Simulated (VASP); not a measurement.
A run of VASP 6.6.1 is set up as follows.

The input INCAR:

```
PREC = Accurate ; ENCUT = 520
EDIFF = 1E-7 ; ISMEAR = -1
SIGMA = 0.1 ; LREAL = False
LASPH = True ; NELM = 60
ALGO = Normal ; ISIF = 2
LWAVE = False ; LCHARG = True
GGA = RP ; LELF = True
LVHAR = True ; NBANDS = 32
```

KPOINTS

```
Automatic mesh
0
Gamma
  8 8 8
```

The input POSCAR:

```
Lu
1.0
    0.0000000000      3.6280270113      3.6280270113
    3.6280270113      0.0000000000      3.6280270113
    3.6280270113      3.6280270113      0.0000000000
Lu
2
Direct
    0.1250000000      0.1250000000      0.1250000000
    0.8750000000      0.8750000000      0.8750000000
```

Potentials or basis: VASP PAW PBE potentials, release 64 (Lu).

Run with:

```sh
$ cat potpaw_PBE.64/Lu/POTCAR > POTCAR
$ mpirun -np 1 vasp_std > vasp.out
```

**Question.** What does it give for the band gap on the k mesh?

**Answer.** Zero (bands 25 and 26 overlap by 1.15 eV).

**Question.** What does it give for the pressure?

**Answer.** 1.7 GPa.

Caveat: the PAW data sets were made with another functional, which shifts forces and pressure a little; spin-orbit coupling is left out, which moves the levels of the heavy elements.
